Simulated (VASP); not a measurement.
Write the native input for VASP 6.6.1 that does the following.

- Task: single point
- Functional: PBE
- Potentials or basis: VASP PAW PBE potentials, release 64 (Zn, S)
- Cutoff: 520 eV
- k mesh: 7 × 7 × 4
- Occupations: methfessel-paxton, width 0.005 eV
- Spin: no spin polarisation
- Dipole correction: no
- Further INCAR settings: ALGO = Normal; EDIFF = 1e-06; NBANDS = 26

The structure of ZnS (Wurtzite-2H) lies in POSCAR:

```
ZnS
1.0
    3.8110000000      0.0000000000      0.0000000000
   -1.9055000000      3.3004228138      0.0000000000
    0.0000000000      0.0000000000      6.2340000000
Zn S
2 2
Direct
    0.6666666667      0.3333333333      0.5000000000
    0.3333333333      0.6666666667      0.0000000000
    0.6666666667      0.3333333333      0.8850000000
    0.3333333333      0.6666666667      0.3850000000
```

One way to write it, as run:

INCAR

```
SYSTEM = ZnS
  PREC = Accurate
  ENCUT = 520
  EDIFF = 1E-6
  ISMEAR = 1
  SIGMA = 0.005
  LREAL = .FALSE.
  LASPH = .TRUE.
  NELM = 80
  ALGO = Normal
  ISIF = 2
  LWAVE = .FALSE.
  LCHARG = .FALSE.
  GGA = PE
  NBANDS = 26
```

KPOINTS

```
regular mesh
0
G
  7 7 4
  0 0 0
```

Potentials or basis: VASP PAW PBE potentials, release 64 (Zn, S).

Launch:

```bash
$ cat potpaw_PBE.64/Zn/POTCAR potpaw_PBE.64/S/POTCAR > POTCAR
$ mpirun -np 1 vasp_std > vasp.out
```

It gave:

The pressure is 2.5 GPa, the largest force is 0.323 eV/Å and the band gap on the k mesh is 2.25 eV, direct.

Run time: 33 s on 1 thread of Intel(R) Xeon(R) Platinum 8259CL CPU @ 2.50GHz (Skylake/Cascade Lake) (shared host), peak memory 0.2 GiB.
